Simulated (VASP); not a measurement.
# TiAl (P-6m2) in VASP: a series of runs

The runs below take TiAl through single point, with PBE.

Program: VASP 6.6.1. These are calculated values, not measurements. Logs are shortened: lines on timing, memory, paths and dates and some standing lists are left out, and cuts for length are marked.

## 1. The cell of the first run

Symmetry: P-6m2, No. 187, hexagonal system. Conventional cell: a = 2.809 Å, b = 2.809 Å, c = 4.583 Å, α = 90.00°, β = 90.00°, γ = 120.00°. Ti (site symmetry -6m2) has 6 Al at 2.81 Å and 6 Ti at 2.81 Å within 3.7 Å. Within 3.7 Å of Al (site symmetry -6m2) lie 6 Ti at 2.81 Å and 6 Al at 2.81 Å.

## 2. Single point, PBE (volume scaled by 0.94)

INCAR reads:

```
SYSTEM = TiAl
PREC     = Accurate       ! precision mode
ENCUT    = 520            ! plane-wave cutoff, eV
EDIFF    = 1E-6           ! SCF threshold, eV
ISMEAR   = -1             ! smearing method
SIGMA    = 0.05           ! smearing width, eV
LREAL    = .False.        ! projectors in reciprocal space
LASPH    = .True.         ! aspherical terms in the spheres
NELM     = 60             ! most SCF steps
ALGO     = Normal         ! electronic algorithm
ISIF     = 2              ! what is computed and relaxed
LWAVE    = .False.        ! write WAVECAR
LCHARG   = .True.         ! write CHGCAR
GGA      = PE             ! functional
LELF     = .True.         ! ELF
LVHAR    = .True.       
NBANDS   = 14             ! bands
```

KPOINTS reads:

```
regular mesh
0
Gamma
  11 11 6
  0 0 0
```

POSCAR reads:

```
TiAl
1.0
    2.8087302532      0.0000000000      0.0000000000
   -1.4043651265      2.4324317516      0.0000000000
    0.0000000000      0.0000000000      4.5825851222
Ti Al
1 1
Direct
    0.0000000000      0.0000000000      0.0000000000
    0.3333333333      0.6666666667      0.5000000000
```

Potentials or basis: VASP PAW PBE potentials, release 64 (Ti_sv, Al).

The run is started by

```bash
cat potpaw_PBE.64/Ti_sv/POTCAR potpaw_PBE.64/Al/POTCAR > POTCAR
mpirun -np 1 vasp_std > vasp.out
```

OUTCAR:

```text
SYSTEM = TiAl
   PREC = Accurate
   ENCUT = 520
   EDIFF = 1E-6
   ISMEAR = -1
   LREAL = .False.
   LASPH = .True.
   NELM = 60
   ISIF = 2
   GGA = PE

 ion  position               nearest neighbor table
   1  0.000  0.000  0.000-   2 2.81   2 2.81   2 2.81   2 2.81   2 2.81   2 2.81
   2  0.333  0.667  0.500-   1 2.81   1 2.81   1 2.81   1 2.81   1 2.81   1 2.81

  LATTYP: Found a hexagonal cell.
 ALAT       =     2.8087302532
 C/A-ratio  =     1.6315504549

  Lattice vectors:

 A1 = (   2.8087302532,   0.0000000000,   0.0000000000)
 A2 = (  -1.4043651265,   2.4324317516,   0.0000000000)
 A3 = (   0.0000000000,   0.0000000000,   4.5825851222)

Analysis of symmetry for initial positions (statically):
=====================================================================
 Subroutine PRICEL returns:
 Original cell was already a primitive cell.

 Routine SETGRP: Setting up the symmetry group for a
 hexagonal supercell.

 Subroutine GETGRP returns: Found 12 space group operations
 (whereof 12 operations were pure point group operations)
 out of a pool of 24 trial point group operations.

The static configuration has the point symmetry D_3h.

Analysis of symmetry for dynamics (positions and initial velocities):
=====================================================================
 Subroutine PRICEL returns:
 Original cell was already a primitive cell.

 Routine SETGRP: Setting up the symmetry group for a
 hexagonal supercell.

 Subroutine GETGRP returns: Found 12 space group operations
 (whereof 12 operations were pure point group operations)
 out of a pool of 24 trial point group operations.

The dynamic configuration has the point symmetry D_3h.

 Subroutine INISYM returns: Found 12 space group operations
 (whereof 12 operations are pure point group operations),
 and found     1 'primitive' translations

----------------------------------------------------------------------------------------

                                     Primitive cell

  volume of cell :      31.3084

  direct lattice vectors                    reciprocal lattice vectors
     2.808730253  0.000000000  0.000000000     0.356032766  0.205555613  0.000000000
    -1.404365126  2.432431752  0.000000000     0.000000000  0.411111226  0.000000000
     0.000000000  0.000000000  4.582585122     0.000000000  0.000000000  0.218217441

  length of vectors
     2.808730253  2.808730253  4.582585122     0.411111226  0.411111226  0.218217441

  position of ions in fractional coordinates (direct lattice)
     0.000000000  0.000000000  0.000000000
     0.333333333  0.666666667  0.500000000

  ion indices of the primitive-cell ions
   primitive index   ion index
                 1           1
                 2           2

----------------------------------------------------------------------------------------

 KPOINTS: regular mesh

Automatic generation of k-mesh.
 Grid dimensions read from file:
 generate k-points for:   11   11    6

 Generating k-lattice:

  Cartesian coordinates                     Fractional coordinates (reciprocal lattice)
     0.032366615  0.018686874  0.000000000     0.090909091 -0.000000000  0.000000000
     0.000000000  0.037373748  0.000000000     0.000000000  0.090909091  0.000000000
     0.000000000  0.000000000  0.036369574     0.000000000  0.000000000  0.166666667

  Length of vectors
     0.037373748  0.037373748  0.036369574

  Shift w.r.t. Gamma in fractional coordinates (k-lattice)
     0.000000000  0.000000000  0.000000000

 Subroutine IBZKPT returns following result:
 ===========================================

 Found     64 irreducible k-points:

 Following reciprocal coordinates:
            Coordinates               Weight
  0.000000  0.000000  0.000000      1.000000
  0.090909 -0.000000  0.000000      6.000000
  0.181818  0.000000  0.000000      6.000000
  0.272727  0.000000  0.000000      6.000000
  0.363636 -0.000000  0.000000      6.000000
  0.454545 -0.000000  0.000000      6.000000
[... 16 lines left out ...]
  0.090909  0.090909  0.166667     12.000000
  0.181818  0.090909  0.166667     24.000000
 [... further k-points ...]
   k-points           NKPTS =     64   k-points in BZ     NKDIM =     64   number of bands    NBANDS=     14
   number of dos      NEDOS =    301   number of ions     NIONS =      2
   total plane-waves  NPLWV =  20736
   dimension x,y,z NGX =    24 NGY =   24 NGZ =   36
   dimension x,y,z NGXF=    48 NGYF=   48 NGZF=   72
   ions per type =               1   1
   NGX,Y,Z   is equivalent  to a cutoff of  14.21, 14.21, 13.06 a.u.
   NGXF,Y,Z  is equivalent  to a cutoff of  28.41, 28.41, 26.12 a.u.
 SYSTEM =  TiAl
   PREC   = accura    normal or accurate (medium, high low for compatibility)
   ISTART =      0    job   : 0-new  1-cont  2-samecut
   ICHARG =      2    charge: 1-file 2-atom 10-const
   ISPIN  =      1    spin polarized calculation?
   LNONCOLLINEAR =      F non collinear calculations
   LSORBIT =      F    spin-orbit coupling
   LASPH  =      T    aspherical Exc in radial PAW
   ENCUT  =  520.0 eV  38.22 Ry    6.18 a.u.   5.22  5.22  8.52*2*pi/ulx,y,z
   NELM   =     60;   NELMIN=  2; NELMDL= -5     # of ELM steps
   EDIFF  = 0.1E-05   stopping-criterion for ELM
   LREAL  =      F    real-space projection
   EDIFFG = 0.1E-04   stopping-criterion for IOM
   NSW    =      0    number of steps for IOM
   IBRION =     -1    ionic relax: 0-MD 1-quasi-New 2-CG
   NFREE  =      0    steps in history (QN), initial steepest desc. (CG)
   ISIF   =      2    stress and relaxation
   ISYM   =      2    0-nonsym 1-usesym 2-fastsym
   POTIM  = 0.5000    time-step for ionic-motion
   TEBEG  =    0.0;   TEEND  =   0.0 temperature during run
   PSTRESS=    0.0 pullay stress
   NELECT =      15.0000    total number of electrons
   NUPDOWN=      -1.0000    fix difference up-down
   EMIN   =  10.00;   EMAX   =-10.00  energy-range for DOS
   EFERMI =   0.00;   METHOD = LEGACY
   ISMEAR =    -1;   SIGMA  =   0.05  broadening in eV -4-tet -1-fermi 0-gaus
   EFERMI_NEDOS =   21; number of points for ismear=-14 and -15
   IALGO  =     38    algorithm
   IMIX   =      4    mixing-type and parameters
     AMIX     =   0.40;   BMIX     =  1.00
     AMIX_MAG =   1.60;   BMIX_MAG =  1.00
  volume/ion in A,a.u.               =      15.65       105.64
  Fermi-wavevector in a.u.,A,eV,Ry     =   1.281007  2.420752 22.326874  1.640979
  Thomas-Fermi vector in A             =   2.413402
   LORBIT       =      0    0 simple, 1 ext, 2 COOP (PROOUT), +10 PAW based schemes
   GGA     = PE    functional components
   LHFCALC =     F    Hartree Fock is set to
   AEXX    =    0.0000 exact exchange contribution
   IVDW    =     0    specifies the selected vdW correction
   LEPSILON=     F    determine dielectric tensor
   LRPA    =     F    only Hartree local field effects (RPA)
 non-spin polarized calculation
  energy-cutoff  :      520.00
  volume of cell :       31.31
 maximum number of plane-waves:       854
 NGX is ok and might be reduce to    24
   NGX = 11   NGY = 11   NGZ = 17

 number of electron      15.0000003 magnetization

 Free energy of the ion-electron system (eV)
  ---------------------------------------------------
  ext. energy  EPLUGINS =         0.00000000
  ---------------------------------------------------
  free energy    TOTEN  =       -12.04278706 eV

  energy without entropy =      -12.02088591  energy(sigma->0) =      -12.03183648

 E-fermi :   8.4943     XC(G=0): -11.1953

 val. band max:        8.4880738859   @ k =   0.4545  -0.0000   0.3333
 cond. band min:       8.4948942196   @ k =   0.1818   0.0000   0.5000
 fundamental gap:      0.0068203336
 Fermi energy:         8.4943323400

 k-point     1 :       0.0000    0.0000    0.0000
  band No.  band energies     occupation
      1     -47.8820      2.00000
      2     -24.2108      2.00000
      3     -23.7264      2.00000
      4     -23.7264      2.00000
      5      -0.7185      2.00000
      6       6.1392      2.00000
      7       6.6467      2.00000
      8       9.8587      0.00000
      9       9.8587      0.00000
     10      11.4873      0.00000
     11      11.4873      0.00000
     12      12.7192      0.00000
     13      21.8762      0.00000
     14      21.8762      0.00000

 k-point     2 :       0.0909   -0.0000    0.0000
  band No.  band energies     occupation
      1     -47.8725      2.00000
      2     -24.2015      2.00000
      3     -23.7838      2.00000
      4     -23.7392      2.00000
      5      -0.5039      2.00000
      6       6.3736      2.00000
      7       6.6642      2.00000
      8       9.6478      0.00000
      9      10.0391      0.00000
     10      11.4250      0.00000
     11      11.5332      0.00000
     12      12.7711      0.00000
     13      19.3762      0.00000
     14      20.5637      0.00000

 k-point     3 :       0.1818    0.0000    0.0000
  band No.  band energies     occupation
      1     -47.8468      2.00000
      2     -24.1766      2.00000
      3     -23.9361      2.00000
      4     -23.7735      2.00000
      5       0.1297      2.00000
      6       6.7094      2.00000
      7       6.9772      2.00000
      8       9.1634      0.00000
      9      10.5511      0.00000
     10      11.2615      0.00000
     11      11.6886      0.00000
     12      12.8909      0.00000
     13      16.3480      0.00000
     14      19.1792      0.00000
[... 324 lines left out ...]
 k-point    23 :       0.0909    0.0909    0.1667
  band No.  band energies     occupation
      1     -47.8548      2.00000
      2     -24.1858      2.00000
      3     -23.8850      2.00000
      4     -23.7663      2.00000
      5       0.0869      2.00000
      6       5.5336      2.00000
      7       7.6688      2.00000
      8       9.2920      0.00000
      9      10.4053      0.00000
     10      11.2068      0.00000
     11      11.2464      0.00000
     12      13.8066      0.00000
     13      17.7697      0.00000
     14      18.3922      0.00000

 k-point    24 :       0.1818    0.0909    0.1667
  band No.  band energies     occupation
      1     -47.8251      2.00000
      2     -24.1567      2.00000
      3     -24.0501      2.00000
      4     -23.8147      2.00000
      5       0.8977      2.00000
      6       6.0640      2.00000
      7       7.9243      1.99998
      8       8.8038      0.00409
      9      10.9114      0.00000
     10      11.0549      0.00000
     11      11.1729      0.00000
     12      14.0200      0.00000
     13      15.4874      0.00000
     14      17.0704      0.00000

 [... further k-points ...]
[... 5 lines left out ...]
  --------------------------------------------------------------------------------------
  -------------------------------------------------------------------------------------
  Total        1.5144972      1.5144972      1.3998299      0.0000000      0.0000000      0.0000000
  in kB       77.5028752     77.5028752     71.6348898      0.0000000      0.0000000      0.0000000
  external PRESSURE =      75.5468801 kB  Pullay stress =       0.0000000 kB

 VOLUME and BASIS-vectors are now :
 -----------------------------------------------------------------------------
  energy-cutoff  :      520.00
  volume of cell :       31.31
      direct lattice vectors                 reciprocal lattice vectors
     2.808730253  0.000000000  0.000000000     0.356032766  0.205555613  0.000000000
    -1.404365126  2.432431752  0.000000000     0.000000000  0.411111226  0.000000000
     0.000000000  0.000000000  4.582585122     0.000000000  0.000000000  0.218217441

 POSITION                                       TOTAL-FORCE (eV/Angst)
 -----------------------------------------------------------------------------------
      0.00000      0.00000      0.00000        -0.000000      0.000000      0.000000
     -0.00000      1.62162      2.29129         0.000000      0.000000      0.000000
 -----------------------------------------------------------------------------------
    total drift:                                0.000000     -0.000000      0.000000

  FREE ENERGIE OF THE ION-ELECTRON SYSTEM (eV)
  ---------------------------------------------------
  free  energy   TOTEN  =       -12.0427870582 eV

  energy  without entropy=      -12.0208859106  energy(sigma->0) =      -12.03183648
```

Wall time 23 s (1 thread of Intel Xeon Platinum 8488C (Sapphire Rapids), shared host); peak memory 0.17 GiB.

What came out:

```yaml
Free_energy: -12.0428 eV
Pressure: 7.6 GPa
```

Stress tensor (GPa, compression positive):
```
7.75 0.00 0.00
0.00 7.75 0.00
0.00 0.00 7.16
```

Levels at points of the mesh, in eV from the Fermi level:
```tsv
k point	band 5	band 6	band 7	band 8	band 9	band 10
(0.00, 0.00, 0.00)	-9.21	-2.36	-1.85	1.36	1.36	2.99
(0.00, 0.00, 0.50)	-8.26	-5.40	-0.47	1.38	1.38	2.91
```

Caveat: the cell differs from its parent crystal (volume scaled by 0.94).

## 3. Single point, PBE (volume scaled by 0.96)

INCAR reads:

```
PREC = Accurate ; ENCUT = 520
EDIFF = 1E-6 ; ISMEAR = -1
SIGMA = 0.05 ; LREAL = False
LASPH = True ; NELM = 60
ALGO = Fast ; ISIF = 2
LWAVE = False ; LCHARG = False
GGA = PE ; NBANDS = 14
```

KPOINTS reads:

```
Automatic mesh
0
Gamma
  11 11 6
```

POSCAR reads:

```
TiAl
1.0
    2.8285106954      0.0000000000      0.0000000000
   -1.4142553477      2.4495621171      0.0000000000
    0.0000000000      0.0000000000      4.6148579117
Ti Al
1 1
Direct
    0.0000000000      0.0000000000      0.0000000000
    0.3333333333      0.6666666667      0.5000000000
```

Potentials or basis: VASP PAW PBE potentials, release 64 (Ti_sv, Al).

The run is started by

```bash
cat potpaw_PBE.64/Ti_sv/POTCAR potpaw_PBE.64/Al/POTCAR > POTCAR
mpirun -np 1 vasp_std > vasp.out
```

Wall time 40 s (1 thread of Intel Xeon Platinum 8488C (Sapphire Rapids), shared host); peak memory 0.16 GiB.

It converged, with:

* Free energy: -12.0686 eV
* Pressure: 4.8 GPa

Stress tensor (GPa, compression positive):
```
5.15 0.00 0.00
0.00 5.15 0.00
0.00 0.00 4.07
```

Levels at points of the mesh, in eV from the Fermi level:
```csv
k point,band 5,band 6,band 7,band 8,band 9,band 10
"(0.00, 0.00, 0.00)",-9.11,-2.33,-1.84,1.34,1.34,2.92
"(0.00, 0.00, 0.50)",-8.17,-5.35,-0.45,1.35,1.35,2.84
```

Caveat: the cell differs from its parent crystal (volume scaled by 0.96).

## 4. Single point, PBE (volume scaled by 0.98)

INCAR reads:

```
SYSTEM = TiAl
PREC     = Accurate       ! precision mode
ENCUT    = 520            ! plane-wave cutoff, eV
EDIFF    = 1E-6           ! SCF threshold, eV
ISMEAR   = -1             ! smearing method
SIGMA    = 0.05           ! smearing width, eV
LREAL    = .False.        ! projectors in reciprocal space
LASPH    = .True.         ! aspherical terms in the spheres
NELM     = 100            ! most SCF steps
ALGO     = Normal         ! electronic algorithm
ISIF     = 2              ! what is computed and relaxed
LWAVE    = .False.        ! write WAVECAR
LCHARG   = .False.        ! write CHGCAR
GGA      = PE             ! functional
NBANDS   = 14             ! bands
```

KPOINTS reads:

```
regular mesh
0
Gamma
  11 11 6
  0 0 0
```

POSCAR reads:

```
TiAl
1.0
    2.8480182822      0.0000000000      0.0000000000
   -1.4240091410      2.4664561828      0.0000000000
    0.0000000000      0.0000000000      4.6466855238
Ti Al
1 1
Direct
    0.0000000000      0.0000000000      0.0000000000
    0.3333333333      0.6666666667      0.5000000000
```

The run is started by

```bash
cat potpaw_PBE.64/Ti_sv/POTCAR potpaw_PBE.64/Al/POTCAR > POTCAR
mpirun -np 1 vasp_std > vasp.out
```

It took 23 s on 1 thread of Intel Xeon Platinum 8488C (Sapphire Rapids), shared host; peak memory 0.17 GiB.

Results (log left out):

- Free energy: -12.0838 eV
- Pressure: 2.4 GPa

Stress tensor (GPa, compression positive):
```
2.90 0.00 0.00
0.00 2.90 0.00
0.00 0.00 1.43
```

Levels at points of the mesh, in eV from the Fermi level:
```tsv
k point	band 5	band 6	band 7	band 8	band 9	band 10
(0.00, 0.00, 0.00)	-9.00	-2.30	-1.82	1.32	1.32	2.85
(0.00, 0.00, 0.50)	-8.09	-5.30	-0.43	1.33	1.33	2.77
```

Caveat: the cell differs from its parent crystal (volume scaled by 0.98).

## 5. Single point, PBE

This run uses another cell than the first one, of 16.65 Å³/atom, 1.064 times its volume.

INCAR reads:

```
ALGO = Fast
EDIFF = 1E-6
ENCUT = 520
GGA = PE
ISIF = 2
ISMEAR = -1
LASPH = True
LCHARG = False
LREAL = False
LWAVE = False
NBANDS = 14
NELM = 60
PREC = Accurate
SIGMA = 0.05
```

KPOINTS reads:

```
k-points
0
Gamma
  11 11 6
```

POSCAR reads:

```
TiAl
1.0
    2.8672622327      0.0000000000      0.0000000000
   -1.4336311163      2.4831219328      0.0000000000
    0.0000000000      0.0000000000      4.6780830000
Ti Al
1 1
Direct
    0.0000000000      0.0000000000      0.0000000000
    0.3333333333      0.6666666667      0.5000000000
```

The run is started by

```bash
cat potpaw_PBE.64/Ti_sv/POTCAR potpaw_PBE.64/Al/POTCAR > POTCAR
mpirun -np 1 vasp_std > vasp.out
```

It took 56 s on 1 thread of Intel Xeon Platinum 8488C (Sapphire Rapids), shared host; peak memory 0.16 GiB.

It converged, with:

```yaml
Free_energy: -12.0892 eV
Pressure: 0.2 GPa
```

Stress tensor (GPa, compression positive):
```
 0.77  0.00  0.00
 0.00  0.77  0.00
 0.00  0.00 -1.04
```

Levels at points of the mesh, in eV from the Fermi level:
```csv
k point,band 5,band 6,band 7,band 8,band 9,band 10
"(0.00, 0.00, 0.00)",-8.90,-2.28,-1.81,1.29,1.29,2.78
"(0.00, 0.00, 0.50)",-8.01,-5.25,-0.41,1.30,1.30,2.71
```

## 6. Overview

| cell | gap on the mesh (eV) | pressure (GPa) |
| --- | --- | --- |
| a = 2.809, b = 2.809, c = 4.583 Å, angles 90.0, 90.0, 120.0°, 2 atoms | none | 7.6 |
| a = 2.829, b = 2.829, c = 4.615 Å, angles 90.0, 90.0, 120.0°, 2 atoms | none | 4.8 |
| a = 2.848, b = 2.848, c = 4.647 Å, angles 90.0, 90.0, 120.0°, 2 atoms | none | 2.4 |
| a = 2.867, b = 2.867, c = 4.678 Å, angles 90.0, 90.0, 120.0°, 2 atoms | none | 0.2 |

Alike in all rows: task single point; level PBE; potentials or basis VASP PAW PBE potentials, release 64 (Ti_sv, Al); no spin polarisation; k mesh 11 × 11 × 6; cutoff (eV) 520; smearing fermi-dirac 0.05 eV.

Total energies depend on the potentials used, so only differences within one code and one set of settings carry meaning.
